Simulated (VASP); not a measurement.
# Ru (Fd-3m) in VASP: further runs, part 2 of 2

VASP 6.6.1.

## 4. Relaxation of cell and atoms, PBE, target pressure 40 GPa, at which the enthalpy is minimised

INCAR reads:

```
PREC = Accurate
ENCUT = 600
EDIFF = 1E-6
ISMEAR = -1
SIGMA = 0.1
LREAL = False
LASPH = True
NELM = 60
ALGO = Normal
ISIF = 3
LWAVE = False
LCHARG = False
GGA = PE
IBRION = 2
NSW = 80
EDIFFG = -0.02
PSTRESS = 400.0
```

KPOINTS reads:

```
Automatic mesh
0
Gamma
  15 15 15
```

POSCAR reads:

```
Ru
1.0
    0.0000000000      2.6050000000      2.6050000000
    2.6050000000      0.0000000000      2.6050000000
    2.6050000000      2.6050000000      0.0000000000
Ru
2
Direct
    0.0000000000      0.0000000000      0.0000000000
    0.2500000000      0.2500000000      0.2500000000
```

Potentials or basis: VASP PAW PBE potentials, release 64 (Ru_pv).

On the command line:

```sh
> cat potpaw_PBE.64/Ru_pv/POTCAR > POTCAR
> mpirun -np 1 vasp_std > vasp.out
```

OUTCAR:

```text
PREC = Accurate
   ENCUT = 600
   EDIFF = 1E-6
   ISMEAR = -1
   LREAL = False
   LASPH = True
   NELM = 60
   ISIF = 3
   GGA = PE
   IBRION = 2
   NSW = 80
   EDIFFG = -0.02
   PSTRESS = 400.0

 ion  position               nearest neighbor table
   1  0.000  0.000  0.000-   2 2.26   2 2.26   2 2.26   2 2.26
   2  0.250  0.250  0.250-   1 2.26   1 2.26   1 2.26   1 2.26

  LATTYP: Found a face centered cubic cell.
 ALAT       =     5.2100000000

  Lattice vectors:

 A1 = (   0.0000000000,   2.6050000000,   2.6050000000)
 A2 = (   2.6050000000,   0.0000000000,   2.6050000000)
 A3 = (   2.6050000000,   2.6050000000,   0.0000000000)

Analysis of symmetry for initial positions (statically):
=====================================================================
 Subroutine PRICEL returns:
 Original cell was already a primitive cell.

 Routine SETGRP: Setting up the symmetry group for a
 face centered cubic supercell.

 Subroutine GETGRP returns: Found 48 space group operations
 (whereof 24 operations were pure point group operations)
 out of a pool of 48 trial point group operations.

The static configuration has the point symmetry T_d .
 The point group associated with its full space group is O_h .

Analysis of symmetry for dynamics (positions and initial velocities):
=====================================================================
 Subroutine PRICEL returns:
 Original cell was already a primitive cell.

 Routine SETGRP: Setting up the symmetry group for a
 face centered cubic supercell.

 Subroutine GETGRP returns: Found 48 space group operations
 (whereof 24 operations were pure point group operations)
 out of a pool of 48 trial point group operations.

The dynamic configuration has the point symmetry T_d .
 The point group associated with its full space group is O_h .

 Subroutine INISYM returns: Found 48 space group operations
 (whereof 24 operations are pure point group operations),
 and found     1 'primitive' translations

----------------------------------------------------------------------------------------

                                     Primitive cell

  volume of cell :      35.3552

  direct lattice vectors                    reciprocal lattice vectors
     0.000000000  2.605000000  2.605000000    -0.191938580  0.191938580  0.191938580
     2.605000000  0.000000000  2.605000000     0.191938580 -0.191938580  0.191938580
     2.605000000  2.605000000  0.000000000     0.191938580  0.191938580 -0.191938580

  length of vectors
     3.684026330  3.684026330  3.684026330     0.332447372  0.332447372  0.332447372

  position of ions in fractional coordinates (direct lattice)
     0.000000000  0.000000000  0.000000000
     0.250000000  0.250000000  0.250000000

  ion indices of the primitive-cell ions
   primitive index   ion index
                 1           1
                 2           2

----------------------------------------------------------------------------------------

 KPOINTS: Automatic mesh

Automatic generation of k-mesh.
 Grid dimensions read from file:
 generate k-points for:   15   15   15

 Generating k-lattice:

  Cartesian coordinates                     Fractional coordinates (reciprocal lattice)
    -0.012795905  0.012795905  0.012795905     0.066666667  0.000000000  0.000000000
     0.012795905 -0.012795905  0.012795905     0.000000000  0.066666667  0.000000000
     0.012795905  0.012795905 -0.012795905     0.000000000  0.000000000  0.066666667

  Length of vectors
     0.022163158  0.022163158  0.022163158

  Shift w.r.t. Gamma in fractional coordinates (k-lattice)
     0.000000000  0.000000000  0.000000000

 Subroutine IBZKPT returns following result:
 ===========================================

 Found    120 irreducible k-points:

 Following reciprocal coordinates:
            Coordinates               Weight
  0.000000  0.000000  0.000000      1.000000
  0.066667  0.000000  0.000000      8.000000
  0.133333  0.000000  0.000000      8.000000
  0.200000  0.000000  0.000000      8.000000
  0.266667  0.000000  0.000000      8.000000
  0.333333  0.000000  0.000000      8.000000
[... 16 lines left out ...]
  0.133333  0.133333  0.000000      6.000000
  0.200000  0.133333  0.000000     24.000000
 [... further k-points ...]
   k-points           NKPTS =    120   k-points in BZ     NKDIM =    120   number of bands    NBANDS=     18
   number of dos      NEDOS =    301   number of ions     NIONS =      2
   total plane-waves  NPLWV =  27000
   dimension x,y,z NGX =    30 NGY =   30 NGZ =   30
   dimension x,y,z NGXF=    60 NGYF=   60 NGZF=   60
   ions per type =               2
   NGX,Y,Z   is equivalent  to a cutoff of  13.54, 13.54, 13.54 a.u.
   NGXF,Y,Z  is equivalent  to a cutoff of  27.08, 27.08, 27.08 a.u.
 SYSTEM =  unknown system
   PREC   = accura    normal or accurate (medium, high low for compatibility)
   ISTART =      0    job   : 0-new  1-cont  2-samecut
   ICHARG =      2    charge: 1-file 2-atom 10-const
   ISPIN  =      1    spin polarized calculation?
   LNONCOLLINEAR =      F non collinear calculations
   LSORBIT =      F    spin-orbit coupling
   LASPH  =      T    aspherical Exc in radial PAW
   ENCUT  =  600.0 eV  44.10 Ry    6.64 a.u.   7.36  7.36  7.36*2*pi/ulx,y,z
   NELM   =     60;   NELMIN=  2; NELMDL= -5     # of ELM steps
   EDIFF  = 0.1E-05   stopping-criterion for ELM
   LREAL  =      F    real-space projection
   EDIFFG = -.2E-01   stopping-criterion for IOM
   NSW    =     80    number of steps for IOM
   IBRION =      2    ionic relax: 0-MD 1-quasi-New 2-CG
   NFREE  =      1    steps in history (QN), initial steepest desc. (CG)
   ISIF   =      3    stress and relaxation
   ISYM   =      2    0-nonsym 1-usesym 2-fastsym
   POTIM  = 0.5000    time-step for ionic-motion
   TEBEG  =    0.0;   TEEND  =   0.0 temperature during run
   PSTRESS=  400.0 pullay stress
   NELECT =      28.0000    total number of electrons
   NUPDOWN=      -1.0000    fix difference up-down
   EMIN   =  10.00;   EMAX   =-10.00  energy-range for DOS
   EFERMI =   0.00;   METHOD = LEGACY
   ISMEAR =    -1;   SIGMA  =   0.10  broadening in eV -4-tet -1-fermi 0-gaus
   EFERMI_NEDOS =   21; number of points for ismear=-14 and -15
   IALGO  =     38    algorithm
   IMIX   =      4    mixing-type and parameters
     AMIX     =   0.40;   BMIX     =  1.00
     AMIX_MAG =   1.60;   BMIX_MAG =  1.00
  volume/ion in A,a.u.               =      17.68       119.29
  Fermi-wavevector in a.u.,A,eV,Ry     =   1.514641  2.862257 31.213644  2.294138
  Thomas-Fermi vector in A             =   2.624272
   LORBIT       =      0    0 simple, 1 ext, 2 COOP (PROOUT), +10 PAW based schemes
   GGA     = PE    functional components
   LHFCALC =     F    Hartree Fock is set to
   AEXX    =    0.0000 exact exchange contribution
   IVDW    =     0    specifies the selected vdW correction
   LEPSILON=     F    determine dielectric tensor
   LRPA    =     F    only Hartree local field effects (RPA)
 conjugate gradient relaxation of ions
 non-spin polarized calculation
  energy-cutoff  :      600.00
  volume of cell :       35.36
 maximum number of plane-waves:      1243
 NGX is ok and might be reduce to    30
   NGX = 15   NGY = 15   NGZ = 15

--------------------------------------- Ionic step        1  -------------------------------------------

 number of electron      28.0000000 magnetization

 Free energy of the ion-electron system (eV)
  ---------------------------------------------------
  ext. energy  EPLUGINS =         0.00000000
  ---------------------------------------------------
  free energy    TOTEN  =       -15.65842174 eV

  energy without entropy =      -15.60615215  energy(sigma->0) =      -15.63228694

------------------------ aborting loop because EDIFF is reached ----------------------------------------

  FORCE on cell =-STRESS in cart. coord.  units (eV):
  Direction    XX          YY          ZZ          XY          YZ          ZX
  --------------------------------------------------------------------------------------
  -------------------------------------------------------------------------------------
  Total        7.0124482      7.0124482      7.0124482     -0.0000000      0.0000000      0.0000000
  in kB      317.7803710    317.7803710    317.7803710     -0.0000000      0.0000000      0.0000000
  external PRESSURE =     -82.2196290 kB  Pullay stress =     400.0000000 kB
[... 25 lines left out ...]
--------------------------------------- Ionic step        2  -------------------------------------------

 number of electron      27.9999999 magnetization

 E-fermi :  10.9631     XC(G=0): -12.8652

 val. band max:       10.9575559115   @ k =  -0.4667   0.1333   0.0000
 cond. band min:      10.9721351566   @ k =   0.3333   0.0667   0.0000
 fundamental gap:      0.0145792451
 Fermi energy:        10.9630959752

 k-point     1 :       0.0000    0.0000    0.0000
  band No.  band energies     occupation
      1     -33.1434      2.00000
      2     -33.1434      2.00000
      3     -33.1434      2.00000
      4     -31.3715      2.00000
      5     -31.3715      2.00000
      6     -31.3715      2.00000
[... 570 lines left out ...]
--------------------------------------- Ionic step        4  -------------------------------------------

 number of electron      28.0000006 magnetization

 Free energy of the ion-electron system (eV)
  ---------------------------------------------------
  ext. energy  EPLUGINS =         0.00000000
  ---------------------------------------------------
  free energy    TOTEN  =       -15.45867083 eV

  energy without entropy =      -15.40798395  energy(sigma->0) =      -15.43332739

 E-fermi :   9.2620     XC(G=0): -12.2390

 val. band max:        9.2442930611   @ k =  -0.4667   0.1333   0.0667
 cond. band min:       9.2751877504   @ k =   0.4667   0.2000   0.0000
 fundamental gap:      0.0308946893
 Fermi energy:         9.2619728230

 k-point     1 :       0.0000    0.0000    0.0000
  band No.  band energies     occupation
      1     -34.3888      2.00000
      2     -34.3888      2.00000
      3     -34.3888      2.00000
      4     -33.0396      2.00000
      5     -33.0396      2.00000
      6     -33.0396      2.00000
[... 528 lines left out ...]
  energy  without entropy=      -15.4079839548  energy(sigma->0) =      -15.43332739

  enthalpy is  TOTEN    =        -6.8551075292 eV   P V=        8.6035633034

 reached required accuracy - stopping structural energy minimisation
```

OSZICAR:

```text
N       E                     dE             d eps       ncg     rms          rms(c)
DAV:   1     0.314269916669E+03    0.31427E+03   -0.18770E+04  4320   0.182E+03
[... 31 lines left out ...]
   3 F= -.68550486E+01 E0= -.68296690E+01  d E =-.234126E-01
       N       E                     dE             d eps       ncg     rms          rms(c)
DAV:   1    -0.154593798420E+02    0.96666E-02   -0.15002E-02  4406   0.147E+00    0.244E-01
DAV:   2    -0.154586613801E+02    0.71846E-03   -0.26852E-03  4442   0.493E-01    0.338E-02
DAV:   3    -0.154586593944E+02    0.19857E-05   -0.91058E-05  4888   0.803E-02    0.188E-02
DAV:   4    -0.154586712135E+02   -0.11819E-04   -0.18238E-05  4448   0.286E-02    0.269E-03
DAV:   5    -0.154586708326E+02    0.38089E-06   -0.93440E-07  2514   0.906E-03
   4 F= -.68551075E+01 E0= -.68297641E+01  d E =-.234716E-01
```

It took 6.4 min on 1 thread of Intel Xeon 8259CL, shared host; peak memory 0.24 GiB.

Results:

```yaml
Free_energy: -15.4587 eV
Relaxed_volume: 17.23 Å³/atom
Relaxed_cell: a = 3.653 Å, b = 3.653 Å, c = 3.653 Å, α = 60.00°, β = 60.00°, γ = 60.00°
Space_group_after_relaxing_to_0.1_Å: Fd-3m (No. 227)
Energy_change_on_relaxing_the_run_minimises_the_enthalpy: +99.9 meV/atom
Ionic_steps: 4
Pressure_after_relaxing: 40.0 GPa
Band_gap_on_the_k_mesh: zero (bands 14 and 15 overlap by 1.03 eV)
```

The path:
| step | energy change (eV) | largest force (eV/Å) | pressure (GPa) | volume (Å³) |
| --- | --- | --- | --- | --- |
| 1 | 0.0000 | 0.0000 | 31.78 | 35.36 |
| 2 | 1.5461 | 0.0000 | 85.67 | 30.91 |
| 3 | 0.1894 | 0.0000 | 39.54 | 34.50 |
| 4 | 0.1998 | 0.0000 | 39.98 | 34.46 |

Final structure:
```
Ru
1.0
     0.00000    2.58285    2.58285
     2.58285    0.00000    2.58285
     2.58285    2.58285    0.00000
Ru
2
Direct
  0.00000 0.00000 0.00000
  0.25000 0.25000 0.25000
```

Levels at points of the mesh, in eV from the Fermi level:
| k point | band 10 | band 11 | band 12 | band 13 | band 14 | band 15 | band 16 | band 17 | band 18 |
| --- | --- | --- | --- | --- | --- | --- | --- | --- | --- |
| (0.00, 0.00, 0.00) | -3.78 | -3.78 | -3.78 | -0.54 | -0.54 | -0.54 | 2.40 | 2.40 | 10.80 |

Caveat: the cell is relaxed towards a set pressure, so the run minimises the enthalpy, not the energy.

## 5. Relaxation of cell and atoms, PBE, target pressure 60 GPa, at which the enthalpy is minimised

INCAR reads:

```
SYSTEM = Ru
ALGO     = Normal         ! electronic algorithm
EDIFF    = 1E-6           ! SCF threshold, eV
EDIFFG   = -0.02          ! ionic threshold
ENCUT    = 600            ! plane-wave cutoff, eV
GGA      = PE             ! functional
IBRION   = 2              ! ionic algorithm
ISIF     = 3              ! what is computed and relaxed
ISMEAR   = -1             ! smearing method
LASPH    = .True.         ! aspherical terms in the spheres
LCHARG   = .False.        ! write CHGCAR
LREAL    = .False.        ! projectors in reciprocal space
LWAVE    = .False.        ! write WAVECAR
NELM     = 100            ! most SCF steps
NSW      = 80             ! ionic steps
PREC     = Accurate       ! precision mode
PSTRESS  = 600.0        
SIGMA    = 0.1            ! smearing width, eV
```

KPOINTS reads:

```
k-points
0
Gamma
  15 15 15
  0 0 0
```

POSCAR is that of step 4.

On the command line:

```sh
> cat potpaw_PBE.64/Ru_pv/POTCAR > POTCAR
> mpirun -np 1 vasp_std > vasp.out
```

Wall time 8 min (1 thread of Intel Xeon 8259CL, shared host); peak memory 0.24 GiB.

Results (log left out):

- Free energy: -14.9052 eV
- Relaxed volume: 16.34 Å³/atom
- Relaxed cell: a = 3.588 Å, b = 3.588 Å, c = 3.588 Å, α = 60.00°, β = 60.00°, γ = 60.00°
- Space group after relaxing (to 0.1 Å): Fd-3m (No. 227)
- Energy change on relaxing (the run minimises the enthalpy): +376.6 meV/atom
- Ionic steps: 5
- Pressure after relaxing: 60.1 GPa
- Band gap on the k mesh: zero (bands 14 and 15 overlap by 1.08 eV)

The path:
| step | energy change (eV) | largest force (eV/Å) | pressure (GPa) | volume (Å³) |
| --- | --- | --- | --- | --- |
| 1 | 0.0000 | 0.0000 | 31.78 | 35.36 |
| 2 | 13.9726 | 0.0000 | 424.20 | 21.70 |
| 3 | 0.5561 | 0.0000 | 53.19 | 33.23 |
| 4 | 0.6826 | 0.0000 | 57.61 | 32.86 |
| 5 | 0.7532 | 0.0000 | 60.07 | 32.67 |

Final structure:
```
Ru
1.0
     0.00000    2.53735    2.53735
     2.53735    0.00000    2.53735
     2.53735    2.53735    0.00000
Ru
2
Direct
  0.00000 0.00000 0.00000
  0.25000 0.25000 0.25000
```

Levels at points of the mesh, in eV from the Fermi level:
```
           k point  band 11  band 12  band 13  band 14  band 15  band 16  band 17  band 18
(0.00, 0.00, 0.00)    -3.98    -3.98    -0.55    -0.55    -0.55     2.61     2.61    10.78
```

Caveat: the cell is relaxed towards a set pressure, so the run minimises the enthalpy, not the energy.

## 6. Summary

```csv
cell,gap on the mesh (eV),pressure (GPa)
relaxed,none,0.0
relaxed to 20 GPa,none,20.0
relaxed to 40 GPa,none,40.0
relaxed to 60 GPa,none,60.1
```

Alike in all rows: task relaxation of cell and atoms; level PBE; potentials or basis VASP PAW PBE potentials, release 64 (Ru_pv); no spin polarisation; k mesh 15 × 15 × 15; cutoff (eV) 600; smearing fermi-dirac 0.1 eV.

Caveats: the cell is relaxed towards a set pressure, so the run minimises the enthalpy, not the energy (at least some runs); the volume moved by over 15 % at a fixed basis, so the end points are rough (at least some runs).

Total energies depend on the potentials used, so only differences within one code and one set of settings carry meaning.

The gap in the log of VASP goes by the Fermi energy; the results here count the filled bands.